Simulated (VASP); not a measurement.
K, 4 atoms in the cell. Symmetry: P6_3/mmc, No. 194, hexagonal system. The conventional cell has a = 4.519 Å, b = 4.519 Å, c = 14.742 Å, α = 90.00°, β = 90.00°, γ = 120.00°. This isn't the form of K at room conditions, which is bcc.

- Program: VASP 6.6.1
- Task: single point
- Functional: PBE
- Potentials or basis: VASP PAW PBE potentials, release 64 (K_sv)
- Cutoff: 520 eV
- k mesh: 9 × 9 × 3
- Occupations: fermi-dirac, width 0.1 eV
- Spin: no spin polarisation
- Dipole correction: no
- Further INCAR settings: ALGO = Normal; EDIFF = 1e-06; NBANDS = 26

Potentials or basis: VASP PAW PBE potentials, release 64 (K_sv).

Command:

```sh
$ cat potpaw_PBE.64/K_sv/POTCAR > POTCAR
$ mpirun -np 1 vasp_std > vasp.out
```

Hardware: 1 thread of Intel(R) Xeon(R) 6975P-C (Granite Rapids), with other jobs on the host.

Estimate the wall time of this run.

It took 95 s on 1 thread of Intel(R) Xeon(R) 6975P-C (Granite Rapids) (shared host), peak memory 0.42 GiB. Counts: scf iterations 12, k points 24.
